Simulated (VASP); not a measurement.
A run of VASP 6.6.1 is set up as follows.

Contents of INCAR:

```
SYSTEM = Y
PREC = Accurate
ENCUT = 500
EDIFF = 1E-6
ISMEAR = 0
SIGMA = 0.1
LREAL = .False.
LASPH = .True.
NELM = 120
ALGO = Normal
ISIF = 2
LWAVE = .False.
LCHARG = .True.
GGA = PE
LELF = .True.
LVHAR = .True.
ISYM = 0
NBANDS = 18
GGA_COMPAT = .False.
```

KPOINTS

```
Automatic mesh
0
Gamma
  3 3 1
  0 0.17 0.72
```

File POSCAR:

```
Y
1.0
    3.6514992371      0.0000000000      0.0000000000
   -1.8257496185      3.1622911012      0.0000000000
    0.0000000000      0.0000000000      5.7474000000
Y
2
Direct
    0.3333333333      0.6666666667      0.2500000000
    0.6666666667      0.3333333333      0.7500000000
```

Potentials or basis: VASP PAW PBE potentials, release 64 (Y_sv).

The run is started by

```console
$ cat potpaw_PBE.64/Y_sv/POTCAR > POTCAR
$ mpirun -np 1 vasp_std > vasp.out
```

(1) Predict the band gap on the k mesh.

(2) Estimate the pressure.

Answers

(1) zero (band 11 reaches 3.51 eV, above the bottom of band 12 at 2.74 eV).

(2) -0.8 GPa.

Caveat: the k points lie up to 1.09 Å⁻¹ apart.
